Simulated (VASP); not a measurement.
# CaF2 (R-3m) in VASP: single point with PBE

Aim: the single point of CaF2 with PBE.

Program: VASP 6.6.1. These are calculated values, not measurements. Logs are shortened: lines on timing, memory, paths and dates and some standing lists are left out, and cuts for length are marked.

## Step 1: The cell of the first run

It takes space group R-3m (No. 166, trigonal). Conventional cell: a = 3.868 Å, b = 3.868 Å, c = 9.619 Å, α = 90.00°, β = 90.00°, γ = 120.00°. F (site symmetry 3m) has 4 Ca at 2.37 to 2.40 Å and 6 F at 2.74 to 2.75 Å within 3.1 Å. Ca (site symmetry -3m) has 8 F at 2.37 to 2.40 Å within 3.1 Å.

## Step 2: Single point, PBE

File INCAR:

```
PREC     = Accurate       # precision mode
ENCUT    = 600            # plane-wave cutoff, eV
EDIFF    = 1E-6           # SCF threshold, eV
ISMEAR   = 0              # smearing method
SIGMA    = 0.02           # smearing width, eV
LREAL    = False          # projectors in reciprocal space
LASPH    = True           # aspherical terms in the spheres
NELM     = 120            # most SCF steps
ALGO     = Normal         # electronic algorithm
ISIF     = 2              # what is computed and relaxed
LWAVE    = False          # write WAVECAR
LCHARG   = False          # write CHGCAR
GGA      = PE             # functional
NBANDS   = 46             # bands
GGA_COMPAT= False
```

File KPOINTS:

```
Automatic mesh
0
Gamma
  9 9 4
```

File POSCAR:

```
CaF2
1.0
    3.8676348896     -0.0000000290      0.0000000000
   -1.9338174197      3.3494700815      0.0000000000
    0.0000000000      0.0000000000      9.6193916615
F Ca
6 3
Direct
    0.0000000000      0.0000000000     -0.0005295923
    0.3333333333      0.6666666667      0.1671962590
    0.6666666667      0.3333333333      0.3328037410
    0.0000000000      0.0000000000      0.5005295923
    0.3333333333      0.6666666667      0.6661370744
    0.6666666667      0.3333333333      0.8338629256
    0.6666666667      0.3333333333      0.0833333333
    0.3333333333      0.6666666667      0.4166666667
    0.0000000000      0.0000000000      0.7500000000
```

Potentials or basis: VASP PAW PBE potentials, release 64 (F, Ca_sv).

Started as:

```bash
> cat potpaw_PBE.64/F/POTCAR potpaw_PBE.64/Ca_sv/POTCAR > POTCAR
> mpirun -np 1 vasp_std > vasp.out
```

OUTCAR:

```text
PREC = Accurate
   ENCUT = 600
   EDIFF = 1E-6
   ISMEAR = 0
   LREAL = False
   LASPH = True
   NELM = 120
   ISIF = 2
   GGA = PE

 ion  position               nearest neighbor table
   1  0.000  0.000  0.999-   7 2.37   7 2.37   7 2.37   9 2.40
   2  0.333  0.667  0.167-   7 2.37   7 2.37   7 2.37   8 2.40
   3  0.667  0.333  0.333-   8 2.37   8 2.37   8 2.37   7 2.40
   4  0.000  0.000  0.501-   8 2.37   8 2.37   8 2.37   9 2.40
   5  0.333  0.667  0.666-   9 2.37   9 2.37   9 2.37   8 2.40
   6  0.667  0.333  0.834-   9 2.37   9 2.37   9 2.37   7 2.40
   7  0.667  0.333  0.083-   1 2.37   1 2.37   2 2.37   1 2.37   2 2.37   2 2.37   6 2.40   3 2.40

   8  0.333  0.667  0.417-   4 2.37   4 2.37   3 2.37   4 2.37   3 2.37   3 2.37   5 2.40   2 2.40

   9  0.000  0.000  0.750-   5 2.37   6 2.37   6 2.37   5 2.37   6 2.37   5 2.37   1 2.40   4 2.40

  LATTYP: Found a hexagonal cell.
 ALAT       =     3.8676348896
 C/A-ratio  =     2.4871509168

  Lattice vectors:

 A1 = (   3.8676348896,  -0.0000000290,   0.0000000000)
 A2 = (  -1.9338174197,   3.3494700815,   0.0000000000)
 A3 = (   0.0000000000,   0.0000000000,   9.6193916615)

Analysis of symmetry for initial positions (statically):
=====================================================================
 Subroutine PRICEL returns following result:

  LATTYP: Found a trigonal (rhomboedric) cell.
 ALAT       =     3.9073789857
 COS(alpha) =     0.5101198187

  Lattice vectors:

 A1 = (  -0.0000000165,  -2.2329800448,   3.2064638868)
 A2 = (   1.9338174528,   1.1164900081,   3.2064638878)
 A3 = (  -1.9338174362,   1.1164900367,   3.2064638868)

   3 primitive cells build up your supercell.

 Routine SETGRP: Setting up the symmetry group for a
 hexagonal supercell.

 Subroutine GETGRP returns: Found 12 space group operations
 (whereof  6 operations were pure point group operations)
 out of a pool of 24 trial point group operations.

The static configuration has the point symmetry C_3v.
 The point group associated with its full space group is D_3d.

Analysis of symmetry for dynamics (positions and initial velocities):
=====================================================================
 Subroutine PRICEL returns following result:

  LATTYP: Found a trigonal (rhomboedric) cell.
 ALAT       =     3.9073789857
 COS(alpha) =     0.5101198187

  Lattice vectors:

 A1 = (  -0.0000000165,  -2.2329800448,   3.2064638868)
 A2 = (   1.9338174528,   1.1164900081,   3.2064638878)
 A3 = (  -1.9338174362,   1.1164900367,   3.2064638868)

   3 primitive cells build up your supercell.

 Routine SETGRP: Setting up the symmetry group for a
 hexagonal supercell.

 Subroutine GETGRP returns: Found 12 space group operations
 (whereof  6 operations were pure point group operations)
 out of a pool of 24 trial point group operations.

The dynamic configuration has the point symmetry C_3v.
 The point group associated with its full space group is D_3d.

 Subroutine INISYM returns: Found 12 space group operations
 (whereof  6 operations are pure point group operations),
 and found     3 'primitive' translations

----------------------------------------------------------------------------------------

                                     Primitive cell

  volume of cell :      41.5382

  direct lattice vectors                    reciprocal lattice vectors
    -0.000000017 -2.232980045  3.206463887    -0.000000002 -0.298554691  0.103956678
     1.933817453  1.116490008  3.206463888     0.258555948  0.149277343  0.103956678
    -1.933817436  1.116490037  3.206463887    -0.258555946  0.149277347  0.103956678

  length of vectors
     3.907378986  3.907378986  3.907378986     0.316135879  0.316135879  0.316135879

  position of ions in fractional coordinates (direct lattice)
     0.999470408  0.999470408  0.999470408
     0.500529592  0.500529592  0.500529592
     0.750000000  0.750000000  0.750000000

  ion indices of the primitive-cell ions
   primitive index   ion index
                 1           1
                 2           4
                 3           9

----------------------------------------------------------------------------------------

 KPOINTS: Automatic mesh

Automatic generation of k-mesh.
 Grid dimensions read from file:
 generate k-points for:    9    9    4

 Generating k-lattice:

  Cartesian coordinates                     Fractional coordinates (reciprocal lattice)
     0.028728439  0.016586371  0.000000000     0.111111111 -0.000000000  0.000000000
     0.000000000  0.033172743  0.000000000     0.000000000  0.111111111  0.000000000
     0.000000000  0.000000000  0.025989169     0.000000000  0.000000000  0.250000000

  Length of vectors
     0.033172743  0.033172743  0.025989169

  Shift w.r.t. Gamma in fractional coordinates (k-lattice)
     0.000000000  0.000000000  0.000000000

 Subroutine IBZKPT returns following result:
 ===========================================

 Found     43 irreducible k-points:

 Following reciprocal coordinates:
            Coordinates               Weight
  0.000000  0.000000  0.000000      1.000000
  0.111111 -0.000000  0.000000      6.000000
  0.222222 -0.000000  0.000000      6.000000
  0.333333 -0.000000  0.000000      6.000000
  0.444444 -0.000000  0.000000      6.000000
  0.111111  0.111111  0.000000      6.000000
[... 16 lines left out ...]
  0.222222  0.111111  0.250000     12.000000
 -0.111111  0.333333  0.250000     12.000000
 [... further k-points ...]
   k-points           NKPTS =     43   k-points in BZ     NKDIM =     43   number of bands    NBANDS=     46
   number of dos      NEDOS =    301   number of ions     NIONS =      9
   total plane-waves  NPLWV =  81920
   dimension x,y,z NGX =    32 NGY =   32 NGZ =   80
   dimension x,y,z NGXF=    64 NGYF=   64 NGZF=  160
   ions per type =               6   3
   NGX,Y,Z   is equivalent  to a cutoff of  13.75, 13.75, 13.83 a.u.
   NGXF,Y,Z  is equivalent  to a cutoff of  27.51, 27.51, 27.65 a.u.
 SYSTEM =  unknown system
   PREC   = accura    normal or accurate (medium, high low for compatibility)
   ISTART =      0    job   : 0-new  1-cont  2-samecut
   ICHARG =      2    charge: 1-file 2-atom 10-const
   ISPIN  =      1    spin polarized calculation?
   LNONCOLLINEAR =      F non collinear calculations
   LSORBIT =      F    spin-orbit coupling
   LASPH  =      T    aspherical Exc in radial PAW
   ENCUT  =  600.0 eV  44.10 Ry    6.64 a.u.   7.72  7.72 19.21*2*pi/ulx,y,z
   NELM   =    120;   NELMIN=  2; NELMDL= -5     # of ELM steps
   EDIFF  = 0.1E-05   stopping-criterion for ELM
   LREAL  =      F    real-space projection
   EDIFFG = 0.1E-04   stopping-criterion for IOM
   NSW    =      0    number of steps for IOM
   IBRION =     -1    ionic relax: 0-MD 1-quasi-New 2-CG
   NFREE  =      0    steps in history (QN), initial steepest desc. (CG)
   ISIF   =      2    stress and relaxation
   ISYM   =      2    0-nonsym 1-usesym 2-fastsym
   POTIM  = 0.5000    time-step for ionic-motion
   TEBEG  =    0.0;   TEEND  =   0.0 temperature during run
   PSTRESS=    0.0 pullay stress
   NELECT =      72.0000    total number of electrons
   NUPDOWN=      -1.0000    fix difference up-down
   EMIN   =  10.00;   EMAX   =-10.00  energy-range for DOS
   EFERMI =   0.00;   METHOD = LEGACY
   ISMEAR =     0;   SIGMA  =   0.02  broadening in eV -4-tet -1-fermi 0-gaus
   EFERMI_NEDOS =   21; number of points for ismear=-14 and -15
   IALGO  =     38    algorithm
   IMIX   =      4    mixing-type and parameters
     AMIX     =   0.40;   BMIX     =  1.00
     AMIX_MAG =   1.60;   BMIX_MAG =  1.00
  volume/ion in A,a.u.               =      13.85        93.44
  Fermi-wavevector in a.u.,A,eV,Ry     =   1.363523  2.576686 25.295899  1.859196
  Thomas-Fermi vector in A             =   2.489919
   LORBIT       =      0    0 simple, 1 ext, 2 COOP (PROOUT), +10 PAW based schemes
   GGA     = PE    functional components
   LHFCALC =     F    Hartree Fock is set to
   AEXX    =    0.0000 exact exchange contribution
   IVDW    =     0    specifies the selected vdW correction
   LEPSILON=     F    determine dielectric tensor
   LRPA    =     F    only Hartree local field effects (RPA)
 non-spin polarized calculation
 Gauss-broadening in eV      SIGMA  =   0.02
  energy-cutoff  :      600.00
  volume of cell :      124.61
 maximum number of plane-waves:      4202
 NGX is ok and might be reduce to    32
   NGX = 15   NGY = 15   NGZ = 39

 number of electron      72.0000006 magnetization

 Free energy of the ion-electron system (eV)
  ---------------------------------------------------
  ext. energy  EPLUGINS =         0.00000000
  ---------------------------------------------------
  free energy    TOTEN  =       -52.02605349 eV

  energy without entropy =      -52.02605349  energy(sigma->0) =      -52.02605349

 E-fermi :  -0.9396     XC(G=0):  -9.5350

 val. band max:       -1.0916283625   @ k =   0.4444   0.1111   0.0000
 cond. band min:       6.0914216658   @ k =   0.0000   0.0000   0.0000
 fundamental gap:      7.1830500284
 Fermi energy:        -0.9396455599

 k-point     1 :       0.0000    0.0000    0.0000
  band No.  band energies     occupation
      1     -37.1921      2.00000
      2     -37.1709      2.00000
      3     -37.1709      2.00000
      4     -21.0776      2.00000
      5     -21.0776      2.00000
      6     -20.9611      2.00000
[... 38 lines left out ...]
     45       8.1682      0.00000
     46       9.5037      0.00000

 k-point     2 :       0.1111   -0.0000    0.0000
  band No.  band energies     occupation
      1     -37.1888      2.00000
      2     -37.1689      2.00000
      3     -37.1688      2.00000
      4     -21.0857      2.00000
      5     -21.0730      2.00000
      6     -20.9908      2.00000
[... 38 lines left out ...]
     45       8.4135      0.00000
     46       9.3454      0.00000

 k-point     3 :       0.2222   -0.0000    0.0000
  band No.  band energies     occupation
      1     -37.1805      2.00000
      2     -37.1640      2.00000
      3     -37.1633      2.00000
      4     -21.1336      2.00000
      5     -21.0534      2.00000
      6     -21.0454      2.00000
[... 38 lines left out ...]
     45       8.7682      0.00000
     46       9.1081      0.00000

 k-point     4 :       0.3333   -0.0000    0.0000
  band No.  band energies     occupation
      1     -37.1701      2.00000
      2     -37.1593      2.00000
      3     -37.1569      2.00000
      4     -21.2128      2.00000
      5     -21.0995      2.00000
      6     -21.0071      2.00000
[... 920 lines left out ...]
     45       8.6437      0.00000
     46       9.1636      0.00000

 k-point    23 :       0.2222    0.1111    0.2500
  band No.  band energies     occupation
      1     -37.1727      2.00000
      2     -37.1639      2.00000
      3     -37.1567      2.00000
      4     -21.1591      2.00000
      5     -21.0826      2.00000
      6     -20.9842      2.00000
[... 38 lines left out ...]
     45       8.9013      0.00000
     46       8.9494      0.00000

 k-point    24 :      -0.1111    0.3333    0.2500
  band No.  band energies     occupation
      1     -37.1722      2.00000
      2     -37.1650      2.00000
      3     -37.1562      2.00000
      4     -21.1044      2.00000
      5     -21.0898      2.00000
      6     -21.0888      2.00000
[... 38 lines left out ...]
     45       8.6525      0.00000
     46       9.0791      0.00000

 [... further k-points ...]

------------------------ aborting loop because EDIFF is reached ----------------------------------------

  FORCE on cell =-STRESS in cart. coord.  units (eV):
  Direction    XX          YY          ZZ          XY          YZ          ZX
  --------------------------------------------------------------------------------------
  -------------------------------------------------------------------------------------
  Total        0.7815504      0.7815504      0.0628256     -0.0000000      0.0000000      0.0000000
  in kB       10.0484341     10.0484341      0.8077515     -0.0000000      0.0000000      0.0000000
  external PRESSURE =       6.9682066 kB  Pullay stress =       0.0000000 kB

 VOLUME and BASIS-vectors are now :
 -----------------------------------------------------------------------------
  energy-cutoff  :      600.00
  volume of cell :      124.61
      direct lattice vectors                 reciprocal lattice vectors
     3.867634890 -0.000000029  0.000000000     0.258555948  0.149277343  0.000000000
    -1.933817420  3.349470081  0.000000000     0.000000002  0.298554691  0.000000000
     0.000000000  0.000000000  9.619391661     0.000000000  0.000000000  0.103956678

 POSITION                                       TOTAL-FORCE (eV/Angst)
 -----------------------------------------------------------------------------------
      0.00000      0.00000      9.61430        -0.000000     -0.000000     -0.003483
      0.00000      2.23298      1.60833        -0.000000     -0.000000      0.003483
      1.93382      1.11649      3.20137         0.000000     -0.000000     -0.003483
      0.00000      0.00000      4.81479         0.000000      0.000000      0.003483
      0.00000      2.23298      6.40783        -0.000000     -0.000000     -0.003483
      1.93382      1.11649      8.02125         0.000000      0.000000      0.003483
      1.93382      1.11649      0.80162        -0.000000     -0.000000     -0.000000
      0.00000      2.23298      4.00808        -0.000000      0.000000     -0.000000
      0.00000      0.00000      7.21454        -0.000000      0.000000     -0.000000
 -----------------------------------------------------------------------------------
    total drift:                                0.000000      0.000000      0.000000

  FREE ENERGIE OF THE ION-ELECTRON SYSTEM (eV)
  ---------------------------------------------------
  free  energy   TOTEN  =       -52.0260534905 eV

  energy  without entropy=      -52.0260534905  energy(sigma->0) =      -52.02605349
```

Wall time 6.2 min (1 thread of Oxide Virtual Turin-like, shared host); peak memory 0.36 GiB.

Results:

```yaml
Free_energy: -52.0261 eV
Pressure: 0.7 GPa
Largest_force: 0.003 eV/Å
Band_gap_on_the_k_mesh: 7.18 eV
```

Forces in eV/Å, atoms in the order of the input:
```
F    0.000  0.000 -0.003
F    0.000  0.000  0.003
F    0.000  0.000 -0.003
F    0.000  0.000  0.003
F    0.000  0.000 -0.003
F    0.000  0.000  0.003
Ca   0.000  0.000  0.000
Ca   0.000  0.000  0.000
Ca   0.000  0.000  0.000
```

Stress tensor (GPa, compression positive):
```
1.00 0.00 0.00
0.00 1.00 0.00
0.00 0.00 0.08
```

Levels at points of the mesh, in eV from the valence-band top:
```
           k point  band 33  band 34  band 35  band 36  band 37  band 38  band 39  band 40
(0.00, 0.00, 0.00)    -0.63    -0.24    -0.24    -0.22     7.18     9.06     9.06     9.11
(0.00, 0.00, 0.50)    -0.36    -0.36    -0.36    -0.36     7.84     7.84     9.16     9.16
```

A k mesh can miss the band edges.
